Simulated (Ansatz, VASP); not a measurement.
WS2: VASP beside Ansatz

```xyz
6
Lattice="3.2011 0.0000 0.0000 -1.6005 2.7722 0.0000 0.0000 0.0000 12.5828" Properties=species:S:1:pos:R:3 pbc="T T T"
W     1.6005    0.9241    9.4371
W     0.0000    1.8481    3.1457
S     1.6005    0.9241    4.7185
S     0.0000    1.8481   11.0099
S     1.6005    0.9241    1.5728
S     0.0000    1.8481    7.8642
```

Alike in both runs: task single point; functional PBE; k mesh 10 × 10 × 3; occupations fermi-dirac, width 0.05 eV; no spin polarisation.

|  | VASP | Ansatz |
| --- | --- | --- |
| version | VASP 6.6.1 | Ansatz 0.2.0 |
| potentials or method | VASP PAW PBE potentials, release 64 (W_sv, S) | Ansatz PAW |
| plane-wave cutoff (eV) | 520 | 420 |
| valence electrons in the cell | 52 | 52 |

VASP gave:

* gap on the k mesh at the Fermi level (eV): 1.15
* least direct gap on the mesh (eV): 2.03
* pressure (GPa): -0.9
* traceless stress, the component that is largest in VASP (GPa): 1.02
* rms of the force components (eV/Å): 0.097

Question: Estimate Ansatz's values.

Answer: gap on the k mesh at the Fermi level (eV): 1.14; least direct gap on the mesh (eV): 2.03; pressure (GPa): -0.8; traceless stress, the component that is largest in VASP (GPa): 1.01; rms of the force components (eV/Å): 0.099.

Atom by atom the forces differ by 0.001 eV/Å (rms over components). The functional is the same, so the differences come from potentials, cutoffs and numerics.

Neither program's run includes spin-orbit coupling. Noted on Ansatz's run: odd divisions of the mesh miss points on the zone boundary, where band edges often lie, so the gap on the mesh can be too wide.
